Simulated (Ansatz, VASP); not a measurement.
In in VASP and in Ansatz

Contents of INCAR:

```
SYSTEM = In
PREC = Accurate
ENCUT = 520
EDIFF = 1E-7
ISMEAR = 0
SIGMA = 0.15
LREAL = .False.
LASPH = .True.
NELM = 100
ALGO = Fast
ISIF = 2
LWAVE = .False.
LCHARG = .False.
NBANDS = 12
```

Contents of KPOINTS:

```
Automatic mesh
0
Gamma
  22 22 22
  0 0 0
```

The input POSCAR:

```
In
1.0
   -1.5961707996      1.5961707996      2.3130111057
    1.5961707996     -1.5961707996      2.3130111057
    1.5961707996      1.5961707996     -2.3130111057
In
1
Direct
    0.0000000000      0.0000000000      0.0000000000
```

Input for Ansatz:

```yaml
crystal:
  lattice:
    - [-1.5961707996, 1.5961707996, 2.3130111057]
    - [1.5961707996, -1.5961707996, 2.3130111057]
    - [1.5961707996, 1.5961707996, -2.3130111057]
  atoms:
    - { symbol: In, position: [0.0, 0.0, 0.0] }
basis:
  ecutwfc: 420
kpoints:
  mp_grid: { grid: [22, 22, 22] }
hamiltonian:
  xc: lda
  pseudopotentials: { kind: paw }
scf:
  occupations: { method: gaussian, width: 0.15 }
output:
  forces: true
  stress: true
  eigenvalues: true
```

Alike in both runs: task single point; functional LDA; k mesh 22 × 22 × 22; occupations gaussian, width 0.15 eV; no spin polarisation.

|  | VASP | Ansatz |
| --- | --- | --- |
| version | VASP 6.6.1 | Ansatz 0.2.0 |
| potentials or method | VASP PAW LDA potentials, release 64 (In_d), cutoff 520 eV | scalar-relativistic, plane waves, PAW |
| valence electrons in the cell | 13 | 13 |

VASP gave:

```
gap on the k mesh at the Fermi level (eV)                     : none
pressure (GPa)                                                : 2.5
traceless stress, the component that is largest in VASP (GPa) : 0.38
```

Q: Which values does Ansatz return?

A: gap on the k mesh at the Fermi level (eV): none; pressure (GPa): 2.4; traceless stress, the component that is largest in VASP (GPa): 0.38.

LDA's correlation is that of Perdew and Zunger in VASP and of Perdew and Wang (1992) in Ansatz. A gap of «none» marks a metal or a gap that the smearing closes.
